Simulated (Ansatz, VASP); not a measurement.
**Al2Cu: VASP beside Ansatz**

```
Al Cu
1.0
    -2.99655    2.99655    2.41392
     2.99655   -2.99655    2.41392
     2.99655    2.99655   -2.41392
Al Cu
4 2
Direct
  0.16374 0.65490 0.81864
  0.66374 0.84510 0.50885
  0.83626 0.34510 0.18136
  0.33626 0.15490 0.49115
  0.75000 0.75000 0.00000
  0.25000 0.25000 0.00000
```

Change from the starting cell: mode 11 (250.9 1/cm) frozen in, largest displacement +0.037 Å.

Alike in both runs: task single point; functional PBEsol; k mesh 12 × 12 × 12; occupations gaussian, width 0.15 eV; no spin polarisation.

|  | VASP | Ansatz |
| --- | --- | --- |
| version | VASP 6.6.1 | Ansatz 0.2.0 |
| potentials or method | VASP PAW PBE potentials, release 64 (Al, Cu), cutoff 520 eV | scalar-relativistic, plane waves, PAW |
| valence electrons in the cell | 34 | 50 |

```csv
,VASP,Ansatz,Ansatz less VASP
gap on the k mesh at the Fermi level (eV),none,none,-
pressure (GPa),0.1,0.2,+0.09
"traceless stress, the component that is largest in VASP (GPa)",1.24,1.24,+0.003
rms of the force components (eV/Å),0.112,0.111,-0.0005
```

VASP's potentials were made for PBE, not for PBEsol. Atom by atom the forces differ by 0.001 eV/Å (rms over components). A gap of «none» marks a metal or a gap that the smearing closes. With one functional, cell and mesh, what is left measures potentials, basis and numerics. VASP's potentials hold 34 valence electrons a cell and Ansatz's 50, so a difference there can come from the potentials and not from the codes.
